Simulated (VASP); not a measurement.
# Bi3Mo (Im-3m) in VASP: notebook

Bi3Mo is run at these levels: PBE; tasks: single point.

Everything below comes from runs of VASP 6.6.1. Logs are shortened: lines on timing, memory, paths and dates and some standing lists are left out, and cuts for length are marked.

### 1 The cell of the first run

The structure is cubic, space group Im-3m (No. 229). Conventional cell: a = 6.093 Å, b = 6.093 Å, c = 6.093 Å, α = 90.00°, β = 90.00°, γ = 90.00°. Bi (site symmetry 4/mmm) has 4 Bi at 3.05 Å and 2 Mo at 3.05 Å within 4.0 Å. Mo (site symmetry m-3m) has 6 Bi at 3.05 Å within 4.0 Å.

### 2 Single point, PBE

INCAR reads:

```
PREC = Accurate
ENCUT = 520
EDIFF = 1E-6
ISMEAR = 0
SIGMA = 0.1
LREAL = F
LASPH = T
NELM = 80
ALGO = Normal
ISIF = 2
LWAVE = F
LCHARG = T
GGA = PE
LELF = T
LVHAR = T
NBANDS = 38
```

KPOINTS reads:

```
regular mesh
0
Gamma
  4 4 4
```

POSCAR reads:

```
Bi3Mo
1.0
   -3.0466764000      3.0466764000      3.0466764000
    3.0466764000     -3.0466764000      3.0466764000
    3.0466764000      3.0466764000     -3.0466764000
Bi Mo
3 1
Direct
    0.0000000000      0.5000000000      0.5000000000
    0.5000000000      0.0000000000      0.5000000000
    0.5000000000      0.5000000000      0.0000000000
    0.0000000000      0.0000000000      0.0000000000
```

Potentials or basis: VASP PAW PBE potentials, release 64 (Bi_d, Mo_sv).

Run with:

```console
> cat potpaw_PBE.64/Bi_d/POTCAR potpaw_PBE.64/Mo_sv/POTCAR > POTCAR
> mpirun -np 1 vasp_std > vasp.out
```

OUTCAR:

```text
PREC = Accurate
   ENCUT = 520
   EDIFF = 1E-6
   ISMEAR = 0
   LREAL = F
   LASPH = T
   NELM = 80
   ISIF = 2
   GGA = PE

 ion  position               nearest neighbor table
   1  0.000  0.500  0.500-   2 3.05   3 3.05   4 3.05   4 3.05   3 3.05   2 3.05
   2  0.500  0.000  0.500-   1 3.05   3 3.05   4 3.05   3 3.05   4 3.05   1 3.05
   3  0.500  0.500  0.000-   1 3.05   2 3.05   4 3.05   2 3.05   1 3.05   4 3.05
   4  0.000  0.000  0.000-   1 3.05   2 3.05   3 3.05   1 3.05   2 3.05   3 3.05

  LATTYP: Found a body centered cubic cell.
 ALAT       =     6.0933528000

  Lattice vectors:

 A1 = (  -3.0466764000,   3.0466764000,   3.0466764000)
 A2 = (   3.0466764000,  -3.0466764000,   3.0466764000)
 A3 = (   3.0466764000,   3.0466764000,  -3.0466764000)

Analysis of symmetry for initial positions (statically):
=====================================================================
 Subroutine PRICEL returns:
 Original cell was already a primitive cell.

 Routine SETGRP: Setting up the symmetry group for a
 body centered cubic supercell.

 Subroutine GETGRP returns: Found 48 space group operations
 (whereof 48 operations were pure point group operations)
 out of a pool of 48 trial point group operations.

The static configuration has the point symmetry O_h .

Analysis of symmetry for dynamics (positions and initial velocities):
=====================================================================
 Subroutine PRICEL returns:
 Original cell was already a primitive cell.

 Routine SETGRP: Setting up the symmetry group for a
 body centered cubic supercell.

 Subroutine GETGRP returns: Found 48 space group operations
 (whereof 48 operations were pure point group operations)
 out of a pool of 48 trial point group operations.

The dynamic configuration has the point symmetry O_h .

 Subroutine INISYM returns: Found 48 space group operations
 (whereof 48 operations are pure point group operations),
 and found     1 'primitive' translations

----------------------------------------------------------------------------------------

                                     Primitive cell

  volume of cell :     113.1199

  direct lattice vectors                    reciprocal lattice vectors
    -3.046676400  3.046676400  3.046676400     0.000000000  0.164113261  0.164113261
     3.046676400 -3.046676400  3.046676400     0.164113261  0.000000000  0.164113261
     3.046676400  3.046676400 -3.046676400     0.164113261  0.164113261  0.000000000

  length of vectors
     5.276998319  5.276998319  5.276998319     0.232091200  0.232091200  0.232091200

  position of ions in fractional coordinates (direct lattice)
     0.000000000  0.500000000  0.500000000
     0.500000000  0.000000000  0.500000000
     0.500000000  0.500000000  0.000000000
     0.000000000  0.000000000  0.000000000

  ion indices of the primitive-cell ions
   primitive index   ion index
                 1           1
                 2           2
                 3           3
                 4           4

----------------------------------------------------------------------------------------

 KPOINTS: regular mesh

Automatic generation of k-mesh.
 Grid dimensions read from file:
 generate k-points for:    4    4    4

 Generating k-lattice:

  Cartesian coordinates                     Fractional coordinates (reciprocal lattice)
     0.000000000  0.041028315  0.041028315     0.250000000  0.000000000  0.000000000
     0.041028315  0.000000000  0.041028315     0.000000000  0.250000000  0.000000000
     0.041028315  0.041028315  0.000000000     0.000000000  0.000000000  0.250000000

  Length of vectors
     0.058022800  0.058022800  0.058022800

  Shift w.r.t. Gamma in fractional coordinates (k-lattice)
     0.000000000  0.000000000  0.000000000

 Subroutine IBZKPT returns following result:
 ===========================================

 Found      8 irreducible k-points:

 Following reciprocal coordinates:
            Coordinates               Weight
  0.000000  0.000000  0.000000      1.000000
  0.250000  0.000000  0.000000     12.000000
  0.500000  0.000000  0.000000      6.000000
  0.250000  0.250000  0.000000     24.000000
  0.250000  0.250000  0.250000      2.000000
 -0.250000  0.250000  0.250000      6.000000
  0.500000  0.500000  0.250000     12.000000
  0.500000  0.500000  0.500000      1.000000
   k-points           NKPTS =      8   k-points in BZ     NKDIM =      8   number of bands    NBANDS=     38
   number of dos      NEDOS =    301   number of ions     NIONS =      4
   total plane-waves  NPLWV =  64000
   dimension x,y,z NGX =    40 NGY =   40 NGZ =   40
   dimension x,y,z NGXF=    80 NGYF=   80 NGZF=   80
   ions per type =               3   1
   NGX,Y,Z   is equivalent  to a cutoff of  12.60, 12.60, 12.60 a.u.
   NGXF,Y,Z  is equivalent  to a cutoff of  25.20, 25.20, 25.20 a.u.
 SYSTEM =  unknown system
   PREC   = accura    normal or accurate (medium, high low for compatibility)
   ISTART =      0    job   : 0-new  1-cont  2-samecut
   ICHARG =      2    charge: 1-file 2-atom 10-const
   ISPIN  =      1    spin polarized calculation?
   LNONCOLLINEAR =      F non collinear calculations
   LSORBIT =      F    spin-orbit coupling
   LASPH  =      T    aspherical Exc in radial PAW
   ENCUT  =  520.0 eV  38.22 Ry    6.18 a.u.   9.81  9.81  9.81*2*pi/ulx,y,z
   NELM   =     80;   NELMIN=  2; NELMDL= -5     # of ELM steps
   EDIFF  = 0.1E-05   stopping-criterion for ELM
   LREAL  =      F    real-space projection
   EDIFFG = 0.1E-04   stopping-criterion for IOM
   NSW    =      0    number of steps for IOM
   IBRION =     -1    ionic relax: 0-MD 1-quasi-New 2-CG
   NFREE  =      0    steps in history (QN), initial steepest desc. (CG)
   ISIF   =      2    stress and relaxation
   ISYM   =      2    0-nonsym 1-usesym 2-fastsym
   POTIM  = 0.5000    time-step for ionic-motion
   TEBEG  =    0.0;   TEEND  =   0.0 temperature during run
   PSTRESS=    0.0 pullay stress
   NELECT =      59.0000    total number of electrons
   NUPDOWN=      -1.0000    fix difference up-down
   EMIN   =  10.00;   EMAX   =-10.00  energy-range for DOS
   EFERMI =   0.00;   METHOD = LEGACY
   ISMEAR =     0;   SIGMA  =   0.10  broadening in eV -4-tet -1-fermi 0-gaus
   EFERMI_NEDOS =   21; number of points for ismear=-14 and -15
   IALGO  =     38    algorithm
   IMIX   =      4    mixing-type and parameters
     AMIX     =   0.40;   BMIX     =  1.00
     AMIX_MAG =   1.60;   BMIX_MAG =  1.00
  volume/ion in A,a.u.               =      28.28       190.84
  Fermi-wavevector in a.u.,A,eV,Ry     =   1.317789  2.490260 23.627436  1.736568
  Thomas-Fermi vector in A             =   2.447805
   LORBIT       =      0    0 simple, 1 ext, 2 COOP (PROOUT), +10 PAW based schemes
   GGA     = PE    functional components
   LHFCALC =     F    Hartree Fock is set to
   AEXX    =    0.0000 exact exchange contribution
   IVDW    =     0    specifies the selected vdW correction
   LEPSILON=     F    determine dielectric tensor
   LRPA    =     F    only Hartree local field effects (RPA)
 non-spin polarized calculation
 Gauss-broadening in eV      SIGMA  =   0.10
  energy-cutoff  :      520.00
  volume of cell :      113.12
 maximum number of plane-waves:      3063
   NGX = 19   NGY = 19   NGZ = 19

 number of electron      59.0000024 magnetization

 Free energy of the ion-electron system (eV)
  ---------------------------------------------------
  ext. energy  EPLUGINS =         0.00000000
  ---------------------------------------------------
  free energy    TOTEN  =       -18.65512426 eV

  energy without entropy =      -18.60264194  energy(sigma->0) =      -18.62888310

 E-fermi :   7.9451     XC(G=0): -10.5183

 val. band max:        7.9088206794   @ k =   0.2500   0.0000   0.0000
 cond. band min:       7.9781657928   @ k =   0.2500   0.2500   0.0000
 fundamental gap:      0.0693451134
 Fermi energy:         7.9450727775

 k-point     1 :       0.0000    0.0000    0.0000
  band No.  band energies     occupation
      1     -52.8836      2.00000
      2     -26.9672      2.00000
      3     -26.9672      2.00000
      4     -26.9672      2.00000
      5     -15.2598      2.00000
      6     -15.2598      2.00000
[... 30 lines left out ...]
     37      13.0153      0.00000
     38      13.3726      0.00000

 k-point     2 :       0.2500    0.0000    0.0000
  band No.  band energies     occupation
      1     -52.8835      2.00000
      2     -26.9683      2.00000
      3     -26.9681      2.00000
      4     -26.9673      2.00000
      5     -15.2375      2.00000
      6     -15.1697      2.00000
[... 30 lines left out ...]
     37      12.9283      0.00000
     38      13.5576      0.00000

 k-point     3 :       0.5000    0.0000    0.0000
  band No.  band energies     occupation
      1     -52.8835      2.00000
      2     -26.9695      2.00000
      3     -26.9690      2.00000
      4     -26.9674      2.00000
      5     -15.2153      2.00000
      6     -14.9878      2.00000
[... 30 lines left out ...]
     37      13.8084      0.00000
     38      14.1185      0.00000

 k-point     4 :       0.2500    0.2500    0.0000
  band No.  band energies     occupation
      1     -52.8835      2.00000
      2     -26.9693      2.00000
      3     -26.9684      2.00000
      4     -26.9683      2.00000
      5     -15.1924      2.00000
      6     -15.0503      2.00000
[... 30 lines left out ...]
     37      13.4402      0.00000
     38      13.5962      0.00000

 k-point     5 :       0.2500    0.2500    0.2500
  band No.  band energies     occupation
      1     -52.8835      2.00000
      2     -26.9693      2.00000
      3     -26.9693      2.00000
      4     -26.9693      2.00000
      5     -14.9883      2.00000
      6     -14.9883      2.00000
[... 30 lines left out ...]
     37      12.4891      0.00000
     38      12.4891      0.00000

 k-point     6 :      -0.2500    0.2500    0.2500
  band No.  band energies     occupation
      1     -52.8835      2.00000
      2     -26.9692      2.00000
      3     -26.9674      2.00000
      4     -26.9674      2.00000
      5     -15.2791      2.00000
      6     -15.0981      2.00000
[... 30 lines left out ...]
     37      13.6928      0.00000
     38      14.1408      0.00000

 k-point     7 :       0.5000    0.5000    0.2500
  band No.  band energies     occupation
      1     -52.8835      2.00000
      2     -26.9685      2.00000
      3     -26.9683      2.00000
      4     -26.9675      2.00000
      5     -15.2851      2.00000
      6     -15.0293      2.00000
[... 30 lines left out ...]
     37      13.9823      0.00000
     38      14.2242      0.00000

 k-point     8 :       0.5000    0.5000    0.5000
  band No.  band energies     occupation
      1     -52.8835      2.00000
      2     -26.9676      2.00000
      3     -26.9676      2.00000
      4     -26.9676      2.00000
      5     -15.3456      2.00000
      6     -15.0432      2.00000
[... 30 lines left out ...]
     37      14.4480      0.00000
     38      14.5160      0.00000

------------------------ aborting loop because EDIFF is reached ----------------------------------------

  FORCE on cell =-STRESS in cart. coord.  units (eV):
  Direction    XX          YY          ZZ          XY          YZ          ZX
  --------------------------------------------------------------------------------------
  -------------------------------------------------------------------------------------
  Total        0.7497452      0.7497452      0.7497452     -0.0000000      0.0000000     -0.0000000
  in kB       10.6190409     10.6190409     10.6190409     -0.0000000      0.0000000     -0.0000000
  external PRESSURE =      10.6190409 kB  Pullay stress =       0.0000000 kB

 VOLUME and BASIS-vectors are now :
 -----------------------------------------------------------------------------
  energy-cutoff  :      520.00
  volume of cell :      113.12
      direct lattice vectors                 reciprocal lattice vectors
    -3.046676400  3.046676400  3.046676400     0.000000000  0.164113261  0.164113261
     3.046676400 -3.046676400  3.046676400     0.164113261  0.000000000  0.164113261
     3.046676400  3.046676400 -3.046676400     0.164113261  0.164113261  0.000000000

 POSITION                                       TOTAL-FORCE (eV/Angst)
 -----------------------------------------------------------------------------------
      3.04668      0.00000      0.00000         0.000000     -0.000000     -0.000000
      0.00000      3.04668      0.00000        -0.000000      0.000000     -0.000000
      0.00000      0.00000      3.04668         0.000000      0.000000      0.000000
      0.00000      0.00000      0.00000        -0.000000     -0.000000     -0.000000
 -----------------------------------------------------------------------------------
    total drift:                               -0.000000     -0.000000      0.000000

  FREE ENERGIE OF THE ION-ELECTRON SYSTEM (eV)
  ---------------------------------------------------
  free  energy   TOTEN  =       -18.6551242587 eV

  energy  without entropy=      -18.6026419359  energy(sigma->0) =      -18.62888310
```

It took 46 s on 1 thread of Intel Xeon Platinum 8259CL at 2.50GHz (Skylake/Cascade Lake), shared host; peak memory 0.25 GiB.

What came out:

```yaml
Free_energy: -18.6551 eV
Pressure: 1.1 GPa
```

Caveat: the k points lie up to 0.36 Å⁻¹ apart; spin-orbit coupling is left out, which moves the levels of the heavy elements.

### 3 Single point, PBE, collinear spin, ferromagnetic start

INCAR reads:

```
SYSTEM = Bi3Mo
  PREC = Accurate
  ENCUT = 520
  EDIFF = 1E-6
  ISMEAR = 0
  SIGMA = 0.1
  LREAL = .FALSE.
  LASPH = .TRUE.
  NELM = 150
  ALGO = Normal
  ISIF = 2
  LWAVE = .FALSE.
  LCHARG = .FALSE.
  ISPIN = 2
  MAGMOM = 0 0 0 1
  LORBIT = 11
  LMAXMIX = 4
  GGA = PE
  NBANDS = 42
```

KPOINTS reads:

```
regular mesh
0
G
  4 4 4
  0 0 0
```

POSCAR is that of step 2.

Potentials or basis: VASP PAW PBE potentials, release 64 (Bi_d, Mo_sv).

Run with:

```console
> cat potpaw_PBE.64/Bi_d/POTCAR potpaw_PBE.64/Mo_sv/POTCAR > POTCAR
> mpirun -np 1 vasp_std > vasp.out
```

Run time: 1.7 min. Hardware: 1 thread of Intel Xeon Platinum 8259CL at 2.50GHz (Skylake/Cascade Lake), shared host; peak memory 0.3 GiB.

The run converged. Its results:

* Free energy: -19.1253 eV
* Pressure: 4.9 GPa
* Band gap on the k mesh: zero (filled and empty bands overlap)
* Net moment: 2.97 μB per cell
* Site moments: Bi -0.06; Mo +2.71 μB
* Valence electrons inside the program's atomic spheres: Bi 12.90; Mo 12.16

Levels at points of the mesh, in eV from the Fermi level:
Spin up:
```
           k point  band 28  band 29  band 30  band 31  band 32  band 33  band 34  band 35
(0.00, 0.00, 0.00)    -1.57    -1.24    -1.24    -1.24    -0.34    -0.34     1.11     4.83
(0.50, 0.00, 0.00)    -1.12    -0.48    -0.18    -0.15     0.22     0.23     1.84     4.29
(0.50, 0.50, 0.50)    -1.11    -0.33    -0.33     0.17     0.17     0.17     1.76     6.47
```
Spin down:
| k point | band 25 | band 26 | band 27 | band 28 | band 29 | band 30 | band 31 | band 32 |
| --- | --- | --- | --- | --- | --- | --- | --- | --- |
| (0.00, 0.00, 0.00) | -3.64 | -1.11 | -1.11 | -1.11 | 0.18 | 0.18 | 0.18 | 1.23 |
| (0.50, 0.00, 0.00) | -2.18 | -1.74 | -0.47 | -0.15 | 0.23 | 0.40 | 1.04 | 1.39 |
| (0.50, 0.50, 0.50) | -5.08 | 0.24 | 0.24 | 0.24 | 1.01 | 1.01 | 1.01 | 1.30 |

Caveat: the k points lie up to 0.36 Å⁻¹ apart; spin-orbit coupling is left out, which moves the levels of the heavy elements.
